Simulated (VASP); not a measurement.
# Ge7Au (P-43m) in VASP: further runs

Runs on Ge7Au. Level: PBE. Tasks: single point.

Program: VASP 6.6.1. These are calculated values, not measurements. Logs are shortened: lines on timing, memory, paths and dates and some standing lists are left out, and cuts for length are marked.

### Step 1. The cell of the first run

The structure is cubic, space group P-43m (No. 215). The conventional cell has a = 5.863 Å, b = 5.863 Å, c = 5.863 Å, α = 90.00°, β = 90.00°, γ = 90.00°. Ge (site symmetry 3m) has 3 Ge at 2.53 Å and 1 Au at 2.57 Å within 3.3 Å. Within 3.3 Å of Ge (site symmetry -42m) lie 4 Ge at 2.53 Å. Within 3.4 Å of Au (site symmetry -43m) lie 4 Ge at 2.57 Å.

The cell was generated, and may not be a known phase.

### Step 2. Single point, PBE

INCAR

```
SYSTEM = Ge7Au
PREC = Accurate ; ENCUT = 520
EDIFF = 1E-7 ; ISMEAR = 0
SIGMA = 0.1 ; LREAL = .FALSE.
LASPH = .TRUE. ; NELM = 100
ALGO = Normal ; ISIF = 2
LWAVE = .FALSE. ; LCHARG = .FALSE.
GGA = PE ; NBANDS = 64
```

KPOINTS

```
regular mesh
0
G
  4 4 4
  0 0 0
```

POSCAR

```
Ge7Au
1.0
    5.8630507900      0.0000000000      0.0000000000
    0.0000000000      5.8630507900      0.0000000000
    0.0000000000      0.0000000000      5.8630507900
Ge Au
7 1
Direct
    0.2526152100      0.2526152100      0.2526152100
    0.0000000000      0.5000000000      0.5000000000
    0.5000000000      0.5000000000      0.0000000000
    0.5000000000      0.0000000000      0.5000000000
    0.7473847900      0.2526152100      0.7473847900
    0.7473847900      0.7473847900      0.2526152100
    0.2526152100      0.7473847900      0.7473847900
    0.0000000000      0.0000000000      0.0000000000
```

Potentials or basis: VASP PAW PBE potentials, release 64 (Ge_d, Au).

Started as:

```sh
> cat potpaw_PBE.64/Ge_d/POTCAR potpaw_PBE.64/Au/POTCAR > POTCAR
> mpirun -np 1 vasp_std > vasp.out
```

OUTCAR:

```text
SYSTEM = Ge7Au
   PREC = Accurate
   ENCUT = 520
   EDIFF = 1E-7
   ISMEAR = 0
   LREAL = .FALSE.
   LASPH = .TRUE.
   NELM = 100
   ISIF = 2
   GGA = PE

 ion  position               nearest neighbor table
   1  0.253  0.253  0.253-   2 2.53   3 2.53   4 2.53   8 2.57
   2  0.000  0.500  0.500-   1 2.53   5 2.53   6 2.53   7 2.53
   3  0.500  0.500  0.000-   1 2.53   5 2.53   6 2.53   7 2.53
   4  0.500  0.000  0.500-   1 2.53   5 2.53   6 2.53   7 2.53
   5  0.747  0.253  0.747-   2 2.53   3 2.53   4 2.53   8 2.57
   6  0.747  0.747  0.253-   2 2.53   3 2.53   4 2.53   8 2.57
   7  0.253  0.747  0.747-   2 2.53   3 2.53   4 2.53   8 2.57
   8  0.000  0.000  0.000-   1 2.57   5 2.57   6 2.57   7 2.57

  LATTYP: Found a simple cubic cell.
 ALAT       =     5.8630507900

  Lattice vectors:

 A1 = (   5.8630507900,   0.0000000000,   0.0000000000)
 A2 = (   0.0000000000,   5.8630507900,   0.0000000000)
 A3 = (   0.0000000000,   0.0000000000,   5.8630507900)

Analysis of symmetry for initial positions (statically):
=====================================================================
 Subroutine PRICEL returns:
 Original cell was already a primitive cell.

 Routine SETGRP: Setting up the symmetry group for a
 simple cubic supercell.

 Subroutine GETGRP returns: Found 24 space group operations
 (whereof 24 operations were pure point group operations)
 out of a pool of 48 trial point group operations.

The static configuration has the point symmetry T_d .

Analysis of symmetry for dynamics (positions and initial velocities):
=====================================================================
 Subroutine PRICEL returns:
 Original cell was already a primitive cell.

 Routine SETGRP: Setting up the symmetry group for a
 simple cubic supercell.

 Subroutine GETGRP returns: Found 24 space group operations
 (whereof 24 operations were pure point group operations)
 out of a pool of 48 trial point group operations.

The dynamic configuration has the point symmetry T_d .

 Subroutine INISYM returns: Found 24 space group operations
 (whereof 24 operations are pure point group operations),
 and found     1 'primitive' translations

----------------------------------------------------------------------------------------

                                     Primitive cell

[... 91 lines left out ...]
   IBRION =     -1    ionic relax: 0-MD 1-quasi-New 2-CG
   NFREE  =      0    steps in history (QN), initial steepest desc. (CG)
   ISIF   =      2    stress and relaxation
   ISYM   =      2    0-nonsym 1-usesym 2-fastsym
   POTIM  = 0.5000    time-step for ionic-motion
   TEBEG  =    0.0;   TEEND  =   0.0 temperature during run
   PSTRESS=    0.0 pullay stress
   NELECT =     109.0000    total number of electrons
   NUPDOWN=      -1.0000    fix difference up-down
   EMIN   =  10.00;   EMAX   =-10.00  energy-range for DOS
   EFERMI =   0.00;   METHOD = LEGACY
   ISMEAR =     0;   SIGMA  =   0.10  broadening in eV -4-tet -1-fermi 0-gaus
   EFERMI_NEDOS =   21; number of points for ismear=-14 and -15
   IALGO  =     38    algorithm
   IMIX   =      4    mixing-type and parameters
     AMIX     =   0.40;   BMIX     =  1.00
     AMIX_MAG =   1.60;   BMIX_MAG =  1.00
  volume/ion in A,a.u.               =      25.19       170.01
  Fermi-wavevector in a.u.,A,eV,Ry     =   1.333808  2.520532 24.205363  1.779044
  Thomas-Fermi vector in A             =   2.462638
   LORBIT       =      0    0 simple, 1 ext, 2 COOP (PROOUT), +10 PAW based schemes
   GGA     = PE    functional components
   LHFCALC =     F    Hartree Fock is set to
   AEXX    =    0.0000 exact exchange contribution
   IVDW    =     0    specifies the selected vdW correction
   LEPSILON=     F    determine dielectric tensor
   LRPA    =     F    only Hartree local field effects (RPA)
 non-spin polarized calculation
 Gauss-broadening in eV      SIGMA  =   0.10
  energy-cutoff  :      520.00
  volume of cell :      201.54
 maximum number of plane-waves:      5520
 NGX is ok and might be reduce to    48
   NGX = 21   NGY = 21   NGZ = 21

 number of electron     109.0000049 magnetization

 Free energy of the ion-electron system (eV)
  ---------------------------------------------------
  ext. energy  EPLUGINS =         0.00000000
  ---------------------------------------------------
  free energy    TOTEN  =       -34.18357021 eV

  energy without entropy =      -34.16285082  energy(sigma->0) =      -34.17321052

 E-fermi :   3.8538     XC(G=0):  -9.5540

 val. band max:        3.8421922677   @ k =   0.2500   0.2500   0.0000
 cond. band min:       4.1063059858   @ k =   0.5000   0.2500   0.0000
 fundamental gap:      0.2641137181
 Fermi energy:         3.8538338015

 k-point     1 :       0.0000    0.0000    0.0000
  band No.  band energies     occupation
      1     -20.6609      2.00000
      2     -20.6609      2.00000
      3     -20.6609      2.00000
      4     -20.6496      2.00000
      5     -20.6496      2.00000
      6     -20.6496      2.00000
[... 659 lines left out ...]
     63       7.7863      0.00000
     64       8.8169      0.00000

------------------------ aborting loop because EDIFF is reached ----------------------------------------

  FORCE on cell =-STRESS in cart. coord.  units (eV):
  Direction    XX          YY          ZZ          XY          YZ          ZX
  --------------------------------------------------------------------------------------
  -------------------------------------------------------------------------------------
  Total       -2.1526616     -2.1526616     -2.1526616      0.0000000      0.0000000     -0.0000000
  in kB      -17.1125759    -17.1125759    -17.1125759      0.0000000      0.0000000     -0.0000000
  external PRESSURE =     -17.1125759 kB  Pullay stress =       0.0000000 kB

 VOLUME and BASIS-vectors are now :
 -----------------------------------------------------------------------------
  energy-cutoff  :      520.00
  volume of cell :      201.54
      direct lattice vectors                 reciprocal lattice vectors
     5.863050790  0.000000000  0.000000000     0.170559669  0.000000000  0.000000000
     0.000000000  5.863050790  0.000000000     0.000000000  0.170559669  0.000000000
     0.000000000  0.000000000  5.863050790     0.000000000  0.000000000  0.170559669

 POSITION                                       TOTAL-FORCE (eV/Angst)
 -----------------------------------------------------------------------------------
      1.48110      1.48110      1.48110        -0.098452     -0.098452     -0.098452
      0.00000      2.93153      2.93153         0.000000      0.000000     -0.000000
      2.93153      2.93153      0.00000         0.000000      0.000000     -0.000000
      2.93153      0.00000      2.93153         0.000000      0.000000     -0.000000
      4.38195      1.48110      4.38195         0.098452     -0.098452      0.098452
      4.38195      4.38195      1.48110         0.098452      0.098452     -0.098452
      1.48110      4.38195      4.38195        -0.098452      0.098452      0.098452
      0.00000      0.00000      0.00000         0.000000      0.000000     -0.000000
 -----------------------------------------------------------------------------------
    total drift:                               -0.000000     -0.000000     -0.000000

  FREE ENERGIE OF THE ION-ELECTRON SYSTEM (eV)
  ---------------------------------------------------
  free  energy   TOTEN  =       -34.1835702123 eV

  energy  without entropy=      -34.1628508212  energy(sigma->0) =      -34.17321052
```

Wall time 2 min (1 thread of AMD EPYC 9R14 (Zen 4), shared host); peak memory 0.35 GiB.

Results:

* Free energy: -34.1836 eV
* Pressure: -1.7 GPa
* Largest force: 0.171 eV/Å
* Band gap on the k mesh: zero (an odd number of electrons rules out a gap without spin polarisation)

Forces on the atoms (eV/Å):
```
Ge  -0.098 -0.098 -0.098
Ge   0.000  0.000  0.000
Ge   0.000  0.000  0.000
Ge   0.000  0.000  0.000
Ge   0.098 -0.098  0.098
Ge   0.098  0.098 -0.098
Ge  -0.098  0.098  0.098
Au   0.000  0.000  0.000
```

Caveat: spin-orbit coupling is left out, which moves the levels of the heavy elements; an odd number of electrons without spin polarisation forces a metal; a magnetic or distorted state may lie lower.

### Step 3. Single point, PBE

This run uses another cell than the first one, of 24.36 Å³/atom.

INCAR

```
PREC = Accurate
ENCUT = 520
EDIFF = 1E-6
ISMEAR = 0
SIGMA = 0.1
LREAL = F
LASPH = T
NELM = 100
ALGO = Normal
ISIF = 2
LWAVE = F
LCHARG = F
GGA = PE
NBANDS = 64
```

KPOINTS

```
regular mesh
0
Gamma
  6 6 6
```

POSCAR

```
Ge7Au
1.0
    5.7979506190      0.0000000000      0.0000000000
    0.0000000000      5.7979506190      0.0000000000
    0.0000000000      0.0000000000      5.7979506190
Ge Au
7 1
Direct
    0.2510173293      0.2510173293      0.2510173293
    0.0000000000      0.5000000000      0.5000000000
    0.5000000000      0.5000000000      0.0000000000
    0.5000000000      0.0000000000      0.5000000000
    0.7489826707      0.2510173293      0.7489826707
    0.7489826707      0.7489826707      0.2510173293
    0.2510173293      0.7489826707      0.7489826707
    0.0000000000      0.0000000000      0.0000000000
```

Potentials or basis: VASP PAW PBE potentials, release 64 (Ge_d, Au).

Started as:

```sh
> cat potpaw_PBE.64/Ge_d/POTCAR potpaw_PBE.64/Au/POTCAR > POTCAR
> mpirun -np 1 vasp_std > vasp.out
```

OUTCAR:

```text
PREC = Accurate
   ENCUT = 520
   EDIFF = 1E-6
   ISMEAR = 0
   LREAL = F
   LASPH = T
   NELM = 100
   ISIF = 2
   GGA = PE

 ion  position               nearest neighbor table
   1  0.251  0.251  0.251-   2 2.51   3 2.51   4 2.51   8 2.52
   2  0.000  0.500  0.500-   1 2.51   5 2.51   6 2.51   7 2.51
   3  0.500  0.500  0.000-   1 2.51   5 2.51   6 2.51   7 2.51
   4  0.500  0.000  0.500-   1 2.51   5 2.51   6 2.51   7 2.51
   5  0.749  0.251  0.749-   2 2.51   3 2.51   4 2.51   8 2.52
   6  0.749  0.749  0.251-   2 2.51   3 2.51   4 2.51   8 2.52
   7  0.251  0.749  0.749-   2 2.51   3 2.51   4 2.51   8 2.52
   8  0.000  0.000  0.000-   1 2.52   5 2.52   6 2.52   7 2.52

  LATTYP: Found a simple cubic cell.
 ALAT       =     5.7979506190

  Lattice vectors:

 A1 = (   5.7979506190,   0.0000000000,   0.0000000000)
 A2 = (   0.0000000000,   5.7979506190,   0.0000000000)
 A3 = (   0.0000000000,   0.0000000000,   5.7979506190)

Analysis of symmetry for initial positions (statically):
=====================================================================
 Subroutine PRICEL returns:
 Original cell was already a primitive cell.

 Routine SETGRP: Setting up the symmetry group for a
 simple cubic supercell.

 Subroutine GETGRP returns: Found 24 space group operations
 (whereof 24 operations were pure point group operations)
 out of a pool of 48 trial point group operations.

The static configuration has the point symmetry T_d .

Analysis of symmetry for dynamics (positions and initial velocities):
=====================================================================
 Subroutine PRICEL returns:
 Original cell was already a primitive cell.

 Routine SETGRP: Setting up the symmetry group for a
 simple cubic supercell.

 Subroutine GETGRP returns: Found 24 space group operations
 (whereof 24 operations were pure point group operations)
 out of a pool of 48 trial point group operations.

[... 131 lines left out ...]
   LORBIT       =      0    0 simple, 1 ext, 2 COOP (PROOUT), +10 PAW based schemes
   GGA     = PE    functional components
   LHFCALC =     F    Hartree Fock is set to
   AEXX    =    0.0000 exact exchange contribution
   IVDW    =     0    specifies the selected vdW correction
   LEPSILON=     F    determine dielectric tensor
   LRPA    =     F    only Hartree local field effects (RPA)
 non-spin polarized calculation
 Gauss-broadening in eV      SIGMA  =   0.10
  energy-cutoff  :      520.00
  volume of cell :      194.91
 maximum number of plane-waves:      5264
 NGX is ok and might be reduce to    48
   NGX = 21   NGY = 21   NGZ = 21

 number of electron     109.0000095 magnetization

 Free energy of the ion-electron system (eV)
  ---------------------------------------------------
  ext. energy  EPLUGINS =         0.00000000
  ---------------------------------------------------
  free energy    TOTEN  =       -34.21742448 eV

  energy without entropy =      -34.19784343  energy(sigma->0) =      -34.20763396

 E-fermi :   4.2630     XC(G=0):  -9.7132

 val. band max:        4.2426360188   @ k =   0.5000   0.3333   0.1667
 cond. band min:       4.2812403578   @ k =   0.5000   0.3333   0.0000
 fundamental gap:      0.0386043390
 Fermi energy:         4.2629584358

 k-point     1 :       0.0000    0.0000    0.0000
  band No.  band energies     occupation
      1     -20.3913      2.00000
      2     -20.3913      2.00000
      3     -20.3913      2.00000
      4     -20.3805      2.00000
      5     -20.3805      2.00000
      6     -20.3805      2.00000
[... 1329 lines left out ...]
     63       8.1351      0.00000
     64       9.1556      0.00000

------------------------ aborting loop because EDIFF is reached ----------------------------------------

  FORCE on cell =-STRESS in cart. coord.  units (eV):
  Direction    XX          YY          ZZ          XY          YZ          ZX
  --------------------------------------------------------------------------------------
  -------------------------------------------------------------------------------------
  Total       -0.0283511     -0.0283511     -0.0283511      0.0000000      0.0000000      0.0000000
  in kB       -0.2330538     -0.2330538     -0.2330538      0.0000000      0.0000000      0.0000000
  external PRESSURE =      -0.2330538 kB  Pullay stress =       0.0000000 kB

 VOLUME and BASIS-vectors are now :
 -----------------------------------------------------------------------------
  energy-cutoff  :      520.00
  volume of cell :      194.91
      direct lattice vectors                 reciprocal lattice vectors
     5.797950619  0.000000000  0.000000000     0.172474736  0.000000000  0.000000000
     0.000000000  5.797950619  0.000000000     0.000000000  0.172474736  0.000000000
     0.000000000  0.000000000  5.797950619     0.000000000  0.000000000  0.172474736

 POSITION                                       TOTAL-FORCE (eV/Angst)
 -----------------------------------------------------------------------------------
      1.45539      1.45539      1.45539        -0.000169     -0.000169     -0.000169
      0.00000      2.89898      2.89898        -0.000000     -0.000000     -0.000000
      2.89898      2.89898      0.00000        -0.000000     -0.000000     -0.000000
      2.89898      0.00000      2.89898        -0.000000     -0.000000     -0.000000
      4.34256      1.45539      4.34256         0.000169     -0.000169      0.000169
      4.34256      4.34256      1.45539         0.000169      0.000169     -0.000169
      1.45539      4.34256      4.34256        -0.000169      0.000169      0.000169
      0.00000      0.00000      0.00000        -0.000000     -0.000000     -0.000000
 -----------------------------------------------------------------------------------
    total drift:                                0.000000      0.000000      0.000000

  FREE ENERGIE OF THE ION-ELECTRON SYSTEM (eV)
  ---------------------------------------------------
  free  energy   TOTEN  =       -34.2174244814 eV

  energy  without entropy=      -34.1978434305  energy(sigma->0) =      -34.20763396
```

Wall time 3.4 min (1 thread of AMD EPYC 9R14 (Zen 4), shared host); peak memory 0.38 GiB.

Results:

| Quantity | Value |
| --- | --- |
| Free energy | -34.2174 eV |
| Pressure | 0.0 GPa |
| Band gap on the k mesh | zero (an odd number of electrons rules out a gap without spin polarisation) |

Caveat: spin-orbit coupling is left out, which moves the levels of the heavy elements; an odd number of electrons without spin polarisation forces a metal; a magnetic or distorted state may lie lower.

[end of part 1 of 2]

The gap in the log of VASP goes by the Fermi energy; the results here count the filled bands.